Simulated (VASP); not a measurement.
Here is a VASP 6.6.1 calculation.

File INCAR:

```
ALGO = Fast ; EDIFF = 1E-6
EDIFFG = -0.01 ; ENCUT = 600
GGA = PE ; IBRION = 2
ISIF = 3 ; ISMEAR = 0
LASPH = True ; LCHARG = False
LREAL = False ; LWAVE = False
NELM = 80 ; NSW = 100
PREC = Accurate ; SIGMA = 0.1
```

File KPOINTS:

```
k-points
0
Gamma
  8 8 8
```

POSCAR

```
CdAg2
1.0
    0.0000000000      3.9401209322      3.9401209322
    3.9401209322      0.0000000000      3.9401209322
    3.9401209322      3.9401209322      0.0000000000
Cd Ag
2 4
Direct
    0.0000000000      0.0000000000      0.0000000000
    0.2500000000      0.2500000000      0.2500000000
    0.6250000000      0.6250000000      0.6250000000
    0.1250000000      0.6250000000      0.6250000000
    0.6250000000      0.6250000000      0.1250000000
    0.6250000000      0.1250000000      0.6250000000
```

Potentials or basis: VASP PAW PBE potentials, release 64 (Cd, Ag).

Command:

```sh
$ cat potpaw_PBE.64/Cd/POTCAR potpaw_PBE.64/Ag/POTCAR > POTCAR
$ mpirun -np 1 vasp_std > vasp.out
```

Problem. What does it give for the band gap on the k mesh?

Solution. Zero (bands 34 and 35 overlap by 1.39 eV).

Problem. What does it give for the relaxed cell?

Solution. a = 5.556 Å, b = 5.556 Å, c = 5.556 Å, α = 60.00°, β = 60.00°, γ = 60.00°.

Final structure:
```yaml
crystal:
  lattice:
    - [0.00000, 3.92896, 3.92896]
    - [3.92896, 0.00000, 3.92896]
    - [3.92896, 3.92896, 0.00000]
  atoms:
    - { symbol: Cd, position: [0.00000, 0.00000, 0.00000] }
    - { symbol: Cd, position: [0.25000, 0.25000, 0.25000] }
    - { symbol: Ag, position: [0.62500, 0.62500, 0.62500] }
    - { symbol: Ag, position: [0.12500, 0.62500, 0.62500] }
    - { symbol: Ag, position: [0.62500, 0.62500, 0.12500] }
    - { symbol: Ag, position: [0.62500, 0.12500, 0.62500] }
```
